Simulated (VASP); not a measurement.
# Tl (R-3m) in VASP: single point with r2SCAN

Aim: the single point of Tl with r2SCAN.

All numbers are computed with VASP 6.6.1; they aren't measurements. Logs are shortened: lines on timing, memory, paths and dates and some standing lists are left out, and cuts for length are marked.

### Step 1. The cell of the first run

Symmetry: R-3m, No. 166, trigonal system. Conventional cell: a = 3.599 Å, b = 3.599 Å, c = 7.971 Å, α = 90.00°, β = 90.00°, γ = 120.00°. Tl (site symmetry -3m) has 12 Tl at 3.37 to 3.60 Å within 4.4 Å.

### Step 2. Single point, r2SCAN

POSCAR

```
Tl
1.0
    1.7995510546      1.0389712858      5.3143114732
   -1.7995510546      1.0389712858      5.3143114732
    0.0000000000     -2.0779425716      5.3143114732
Tl
2
Direct
    0.2499994644      0.2499994644      0.2499994644
    0.7500005356      0.7500005356      0.7500005356
```

INCAR.step1

```
SYSTEM = Tl
  PREC = Accurate
  ENCUT = 520
  ISMEAR = 0
  SIGMA = 0.1
  LREAL = .False.
  LASPH = .True.
  NELM = 100
  NBANDS = 20
  GGA = PE
  ALGO = Normal
  EDIFF = 1E-4
  LWAVE = .True.
  LCHARG = .False.
```

INCAR.step2

```
SYSTEM = Tl
  PREC = Accurate
  ENCUT = 520
  EDIFF = 1E-6
  ISMEAR = 0
  SIGMA = 0.1
  LREAL = .False.
  LASPH = .True.
  NELM = 100
  ALGO = Normal
  ISIF = 2
  LWAVE = .False.
  LCHARG = .False.
  METAGGA = R2SCAN
  LMIXTAU = .True.
  NBANDS = 20
  ISTART = 1
```

KPOINTS

```
Automatic mesh
0
Gamma
  6 6 6
  0 0 0
```

Potentials or basis: VASP PAW PBE potentials, release 64 (Tl_d).

Command:

```sh
cat potpaw_PBE.64/Tl_d/POTCAR > POTCAR
cp INCAR.step1 INCAR
mpirun -np 1 vasp_std > vasp.out
cp INCAR.step2 INCAR
mpirun -np 1 vasp_std > vasp.out
```

OUTCAR:

```text
SYSTEM = Tl
   PREC = Accurate
   ENCUT = 520
   EDIFF = 1E-6
   ISMEAR = 0
   LREAL = .False.
   LASPH = .True.
   NELM = 100
   ISIF = 2
   METAGGA = R2SCAN
   ISTART = 1

 ion  position               nearest neighbor table
   1  0.250  0.250  0.250-   2 3.37   2 3.37   2 3.37   2 3.37   2 3.37   2 3.37
   2  0.750  0.750  0.750-   1 3.37   1 3.37   1 3.37   1 3.37   1 3.37   1 3.37

  LATTYP: Found a trigonal (rhomboedric) cell.
 ALAT       =     5.7061152955
 COS(alpha) =     0.8010805474

  Lattice vectors:

 A1 = (   1.7995510546,   1.0389712858,   5.3143114732)
 A2 = (  -1.7995510546,   1.0389712858,   5.3143114732)
 A3 = (   0.0000000000,  -2.0779425716,   5.3143114732)

Analysis of symmetry for initial positions (statically):
=====================================================================
 Subroutine PRICEL returns following result:

  LATTYP: Found a trigonal (rhomboedric) cell.
 ALAT       =     3.3731633790
 COS(alpha) =     0.4307754964

  Lattice vectors:

 A1 = (   0.0000000000,  -2.0779425716,  -2.6571386585)
 A2 = (  -1.7995510546,   1.0389712858,  -2.6571386585)
 A3 = (   1.7995510546,   1.0389712858,  -2.6571728147)

   2 primitive cells build up your supercell.

 Routine SETGRP: Setting up the symmetry group for a
 trigonal (rhombohedral) supercell.

 Subroutine GETGRP returns: Found 12 space group operations
 (whereof 12 operations were pure point group operations)
 out of a pool of 12 trial point group operations.

The static configuration has the point symmetry D_3d.

Analysis of symmetry for dynamics (positions and initial velocities):
=====================================================================
 Subroutine PRICEL returns following result:

  LATTYP: Found a trigonal (rhomboedric) cell.
 ALAT       =     3.3731633790
 COS(alpha) =     0.4307754964

  Lattice vectors:

 A1 = (   0.0000000000,  -2.0779425716,  -2.6571386585)
 A2 = (  -1.7995510546,   1.0389712858,  -2.6571386585)
 A3 = (   1.7995510546,   1.0389712858,  -2.6571728147)

   2 primitive cells build up your supercell.

 Routine SETGRP: Setting up the symmetry group for a
 trigonal (rhombohedral) supercell.

 Subroutine GETGRP returns: Found 12 space group operations
 (whereof 12 operations were pure point group operations)
 out of a pool of 12 trial point group operations.

The dynamic configuration has the point symmetry D_3d.

 Subroutine INISYM returns: Found 12 space group operations
 (whereof 12 operations are pure point group operations),
 and found     2 'primitive' translations

----------------------------------------------------------------------------------------

                                     Primitive cell

  volume of cell :      29.8082

  direct lattice vectors                    reciprocal lattice vectors
     0.000000000 -2.077942572 -2.657138659    -0.000001191 -0.320830856 -0.125447689
    -1.799551055  1.038971286 -2.657138659    -0.277848267  0.160414397 -0.125447689
     1.799551055  1.038971286 -2.657172815     0.277845886  0.160414397 -0.125447689

  length of vectors
     3.373163379  3.373163379  3.373190285     0.344484486  0.344484486  0.344482566

  position of ions in fractional coordinates (direct lattice)
     0.500000000  0.500000000  0.500000000

  ion indices of the primitive-cell ions
   primitive index   ion index
                 1           1

----------------------------------------------------------------------------------------

 KPOINTS: Automatic mesh

Automatic generation of k-mesh.
 Grid dimensions read from file:
 generate k-points for:    6    6    6

 Generating k-lattice:

  Cartesian coordinates                     Fractional coordinates (reciprocal lattice)
     0.046307846  0.026735847  0.010453952     0.166666667  0.000000000  0.000000000
    -0.046307846  0.026735847  0.010453952     0.000000000  0.166666667  0.000000000
     0.000000000 -0.053471695  0.010453952     0.000000000  0.000000000  0.166666667

  Length of vectors
     0.054484009  0.054484009  0.054484009

  Shift w.r.t. Gamma in fractional coordinates (k-lattice)
     0.000000000  0.000000000  0.000000000

 Subroutine IBZKPT returns following result:
 ===========================================

 Found     32 irreducible k-points:

 Following reciprocal coordinates:
            Coordinates               Weight
  0.000000  0.000000  0.000000      1.000000
  0.166667 -0.000000  0.000000      6.000000
  0.333333 -0.000000  0.000000      6.000000
  0.500000 -0.000000  0.000000      3.000000
  0.166667  0.166667  0.000000      6.000000
  0.333333  0.166667  0.000000     12.000000
[... 16 lines left out ...]
  0.500000  0.500000  0.166667      6.000000
 -0.333333  0.500000  0.166667     12.000000
 [... further k-points ...]
   k-points           NKPTS =     32   k-points in BZ     NKDIM =     32   number of bands    NBANDS=     20
   number of dos      NEDOS =    301   number of ions     NIONS =      2
   total plane-waves  NPLWV =  74088
   dimension x,y,z NGX =    42 NGY =   42 NGZ =   42
   dimension x,y,z NGXF=    84 NGYF=   84 NGZF=   84
   ions per type =               2
   NGX,Y,Z   is equivalent  to a cutoff of  12.24, 12.24, 12.24 a.u.
   NGXF,Y,Z  is equivalent  to a cutoff of  24.47, 24.47, 24.47 a.u.
 SYSTEM =  Tl
   PREC   = accura    normal or accurate (medium, high low for compatibility)
   ISTART =      1    job   : 0-new  1-cont  2-samecut
   ICHARG =      0    charge: 1-file 2-atom 10-const
   ISPIN  =      1    spin polarized calculation?
   LNONCOLLINEAR =      F non collinear calculations
   LSORBIT =      F    spin-orbit coupling
   LASPH  =      T    aspherical Exc in radial PAW
   ENCUT  =  520.0 eV  38.22 Ry    6.18 a.u.  10.61 10.61 10.61*2*pi/ulx,y,z
   NELM   =    100;   NELMIN=  2; NELMDL=  0     # of ELM steps
   EDIFF  = 0.1E-05   stopping-criterion for ELM
   LREAL  =      F    real-space projection
   EDIFFG = 0.1E-04   stopping-criterion for IOM
   NSW    =      0    number of steps for IOM
   IBRION =     -1    ionic relax: 0-MD 1-quasi-New 2-CG
   NFREE  =      0    steps in history (QN), initial steepest desc. (CG)
   ISIF   =      2    stress and relaxation
   ISYM   =      2    0-nonsym 1-usesym 2-fastsym
   POTIM  = 0.5000    time-step for ionic-motion
   TEBEG  =    0.0;   TEEND  =   0.0 temperature during run
   PSTRESS=    0.0 pullay stress
   NELECT =      26.0000    total number of electrons
   NUPDOWN=      -1.0000    fix difference up-down
   EMIN   =  10.00;   EMAX   =-10.00  energy-range for DOS
   EFERMI =   0.00;   METHOD = LEGACY
   ISMEAR =     0;   SIGMA  =   0.10  broadening in eV -4-tet -1-fermi 0-gaus
   EFERMI_NEDOS =   21; number of points for ismear=-14 and -15
   IALGO  =     38    algorithm
   IMIX   =      4    mixing-type and parameters
     AMIX     =   0.40;   BMIX     =  1.00
     AMIX_MAG =   1.60;   BMIX_MAG =  1.00
  volume/ion in A,a.u.               =      29.81       201.16
  Fermi-wavevector in a.u.,A,eV,Ry     =   1.241492  2.346080 20.970695  1.541303
  Thomas-Fermi vector in A             =   2.375888
   LORBIT       =      0    0 simple, 1 ext, 2 COOP (PROOUT), +10 PAW based schemes
   METAGGA = R2SCAN    functional components
   LHFCALC =     F    Hartree Fock is set to
   AEXX    =    0.0000 exact exchange contribution
   IVDW    =     0    specifies the selected vdW correction
   LEPSILON=     F    determine dielectric tensor
   LRPA    =     F    only Hartree local field effects (RPA)
 non-spin polarized calculation
 Gauss-broadening in eV      SIGMA  =   0.10
  energy-cutoff  :      520.00
  volume of cell :       59.62
 maximum number of plane-waves:      1639
   NGX = 21   NGY = 21   NGZ = 21

 number of electron      26.0000005 magnetization

 Free energy of the ion-electron system (eV)
  ---------------------------------------------------
  ext. energy  EPLUGINS =         0.00000000
  ---------------------------------------------------
  free energy    TOTEN  =      -106.33190904 eV

  energy without entropy =     -106.32578661  energy(sigma->0) =     -106.32884782

 E-fermi :   6.2184     XC(G=0): -10.5921

 val. band max:        6.1275122659   @ k =   0.3333   0.1667   0.0000
 cond. band min:       6.2525906637   @ k =  -0.3333   0.3333   0.0000
 fundamental gap:      0.1250783978
 Fermi energy:         6.2183993024

 k-point     1 :       0.0000    0.0000    0.0000
  band No.  band energies     occupation
      1      -6.1788      2.00000
      2      -6.1102      2.00000
      3      -6.1102      2.00000
      4      -6.0239      2.00000
      5      -6.0239      2.00000
      6      -5.8946      2.00000
[... 12 lines left out ...]
     19      16.4596      0.00000
     20      17.4773      0.00000

 k-point     2 :       0.1667   -0.0000    0.0000
  band No.  band energies     occupation
      1      -6.1180      2.00000
      2      -6.1087      2.00000
      3      -6.0516      2.00000
      4      -6.0223      2.00000
      5      -5.9381      2.00000
      6      -5.8670      2.00000
[... 12 lines left out ...]
     19      15.3860      0.00000
     20      19.2013      0.00000

 k-point     3 :       0.3333   -0.0000    0.0000
  band No.  band energies     occupation
      1      -6.1233      2.00000
      2      -6.1117      2.00000
      3      -5.9253      2.00000
      4      -5.9175      2.00000
      5      -5.8840      2.00000
      6      -5.7852      2.00000
[... 12 lines left out ...]
     19      14.6797      0.00000
     20      16.0293      0.00000

 k-point     4 :       0.5000   -0.0000    0.0000
  band No.  band energies     occupation
      1      -6.1060      2.00000
      2      -6.1060      2.00000
      3      -5.9732      2.00000
      4      -5.9732      2.00000
      5      -5.7941      2.00000
      6      -5.7940      2.00000
[... 429 lines left out ...]
 k-point    23 :       0.5000    0.5000    0.1667
  band No.  band energies     occupation
      1      -6.2871      2.00000
      2      -6.1524      2.00000
      3      -6.1505      2.00000
      4      -6.0684      2.00000
      5      -5.8747      2.00000
      6      -5.6957      2.00000
[... 12 lines left out ...]
     19      14.8792      0.00000
     20      16.7111      0.00000

 k-point    24 :      -0.3333    0.5000    0.1667
  band No.  band energies     occupation
      1      -6.2976      2.00000
      2      -6.1982      2.00000
      3      -6.1138      2.00000
      4      -6.0290      2.00000
      5      -5.8180      2.00000
      6      -5.7200      2.00000
[... 12 lines left out ...]
     19      15.5849      0.00000
     20      16.7208      0.00000

 [... further k-points ...]
[... 5 lines left out ...]
  --------------------------------------------------------------------------------------
  -------------------------------------------------------------------------------------
  Total        0.0312002      0.0312002      0.1341932      0.0000000      0.0000000     -0.0000000
  in kB        0.8384971      0.8384971      3.6064095      0.0000000      0.0000000     -0.0000000
  external PRESSURE =       1.7611346 kB  Pullay stress =       0.0000000 kB

 VOLUME and BASIS-vectors are now :
 -----------------------------------------------------------------------------
  energy-cutoff  :      520.00
  volume of cell :       59.62
      direct lattice vectors                 reciprocal lattice vectors
     1.799551055  1.038971286  5.314311473     0.277847077  0.160415085  0.062723710
    -1.799551055  1.038971286  5.314311473    -0.277847077  0.160415085  0.062723710
     0.000000000 -2.077942572  5.314311473     0.000000000 -0.320830169  0.062723710

 POSITION                                       TOTAL-FORCE (eV/Angst)
 -----------------------------------------------------------------------------------
      0.00000      0.00000      3.98573         0.000000      0.000000      0.000000
      0.00000      0.00000     11.95721         0.000000      0.000000     -0.000000
 -----------------------------------------------------------------------------------
    total drift:                               -0.000000     -0.000000     -0.000000

  FREE ENERGIE OF THE ION-ELECTRON SYSTEM (eV)
  ---------------------------------------------------
  free  energy   TOTEN  =      -106.3319090365 eV

  energy  without entropy=     -106.3257866089  energy(sigma->0) =     -106.32884782
```

Wall time 1.8 min (1 thread of Intel Xeon 6975P-C (Granite Rapids), shared host); peak memory 0.27 GiB.

What came out:

* Free energy: -106.3319 eV
* Pressure: 0.2 GPa
* Band gap on the k mesh: zero (bands 13 and 14 overlap by 6.28 eV)

Stress tensor (GPa, compression positive):
```
0.08 0.00 0.00
0.00 0.08 0.00
0.00 0.00 0.36
```

Levels at points of the mesh, in eV from the Fermi level:
```
           k point  band 11  band 12  band 13  band 14  band 15  band 16
(0.00, 0.00, 0.00)   -10.29    -4.68    -2.57     6.88     6.88     9.32
(0.50, 0.00, 0.00)    -5.88    -5.88    -0.22    -0.22     3.46     3.46
(0.50, 0.50, 0.00)    -6.02    -4.00    -3.00    -1.85     3.16     4.98
(0.50, 0.50, 0.50)    -8.71    -8.71     4.43     4.43     7.98     7.98
```

Caveat: the PAW data sets were made with another functional, which shifts forces and pressure a little; spin-orbit coupling is left out, which moves the levels of the heavy elements.

The gap in the log of VASP goes by the Fermi energy; the results here count the filled bands.